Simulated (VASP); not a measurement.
The system is Ga3Sb.

```
CELL_PARAMETERS angstrom
5.06862 0.00000 0.00000
-2.53431 4.38955 0.00000
0.00000 0.00000 4.62568
ATOMIC_POSITIONS crystal
Ga 0.50000 0.00000 0.24478
Ga 0.00000 0.50000 0.24478
Ga 0.50000 0.50000 0.24478
Sb 0.00000 0.00000 0.14041
```

The cell was generated, and may not be a known phase.

```yaml
Program: VASP 6.6.1
Task: relaxation of cell and atoms
Functional: PBE
Potentials_or_basis: VASP PAW PBE potentials, release 64 (Ga_d, Sb_d_GW)
Cutoff: 500 eV
k_mesh: 6 × 6 × 4
Occupations: gaussian, width 0.1 eV
Spin: no spin polarisation
```

At the start: pressure 18.8 GPa; volume 25.73 Å³/atom.

Question: How do energy, volume and symmetry change on relaxing?

Answer: Over 39 steps the energy falls by 803.6 meV/atom and the volume is 22.33 Å³/atom (-13.2 %); space group P6mm (No. 183, to 0.1 Å) before, P6/mmm (No. 191, to 0.1 Å).

Step by step:
| step | energy change (eV) | largest force (eV/Å) | pressure (GPa) | volume (Å³) |
| --- | --- | --- | --- | --- |
| 1 | 0.0000 | 1.6386 | 18.78 | 102.92 |
| 2 | -1.6056 | 0.0075 | -3.67 | 152.70 |
| 3 | -1.9924 | 0.1868 | -0.32 | 131.29 |
| 4 | -1.9922 | 0.1795 | -0.50 | 131.89 |
| 5 | -2.0021 | 0.1975 | -0.50 | 130.62 |
| 6 | -2.0344 | 0.2314 | -0.43 | 126.81 |
| 7 | -2.1239 | 0.3516 | -0.55 | 119.22 |
| 8 | -2.5820 | 0.4768 | -0.53 | 104.17 |
| 9 | -2.2045 | 0.0795 | 13.38 | 74.64 |
| 10 | -2.8226 | 0.5011 | 0.81 | 94.25 |
| 11 | -2.9428 | 0.3632 | 4.10 | 84.41 |
| 12 | -2.9520 | 0.4273 | 2.68 | 87.45 |
| 13 | -2.9550 | 0.4114 | 3.08 | 86.43 |
| 14 | -2.9604 | 0.3964 | 3.14 | 86.17 |
| 15 | -2.9683 | 0.3473 | 3.39 | 85.38 |
| 16 | -2.9752 | 0.3401 | 3.16 | 85.69 |
| 17 | -2.9933 | 0.3199 | 2.51 | 86.62 |
| 18 | -3.0184 | 0.2838 | 1.34 | 88.49 |
| 19 | -3.0279 | 0.2210 | -0.64 | 92.32 |
| 20 | -3.0303 | 0.2385 | -0.09 | 91.15 |
| 21 | -3.0303 | 0.2411 | -0.05 | 91.03 |
| 22 | -3.0315 | 0.2432 | -0.04 | 91.06 |
| 23 | -3.0351 | 0.2515 | -0.08 | 91.14 |
| 24 | -3.0416 | 0.2707 | -0.12 | 91.30 |
| 25 | -3.0536 | 0.3118 | -0.19 | 91.61 |
| 26 | -3.0792 | 0.3614 | -0.57 | 92.20 |
| 27 | -3.1248 | 0.3357 | -0.89 | 93.25 |
| 28 | -3.1071 | 0.1546 | -1.32 | 94.89 |
| 29 | -3.1352 | 0.2674 | -1.00 | 93.65 |
| 30 | -3.1390 | 0.2573 | -0.94 | 93.47 |
| 31 | -3.1491 | 0.2302 | -0.78 | 92.93 |
| 32 | -3.1656 | 0.1764 | -0.48 | 91.85 |
| 33 | -3.1865 | 0.1091 | 0.34 | 89.69 |
| 34 | -3.1947 | 0.0877 | 0.01 | 90.05 |
| 35 | -3.2004 | 0.0608 | -0.36 | 90.54 |
| 36 | -3.2050 | 0.0179 | -1.02 | 91.50 |
| 37 | -3.2118 | 0.0108 | -0.64 | 90.43 |
| 38 | -3.2128 | 0.0060 | -0.42 | 89.87 |
| 39 | -3.2143 | 0.0063 | -0.11 | 89.34 |

Final structure:
```
Ga Sb
1.0
     5.62220    0.00000    0.00000
    -2.81110    4.86897    0.00000
     0.00000    0.00000    3.26347
Ga Sb
3 1
Cartesian
  2.8111 0.0000 1.1192
  -1.4056 2.4345 1.1192
  1.4056 2.4345 1.1192
  0.0000 0.0000 2.7605
```

Caveat: a cell axis changed by over 15 % at a fixed basis, so the end point is rough.
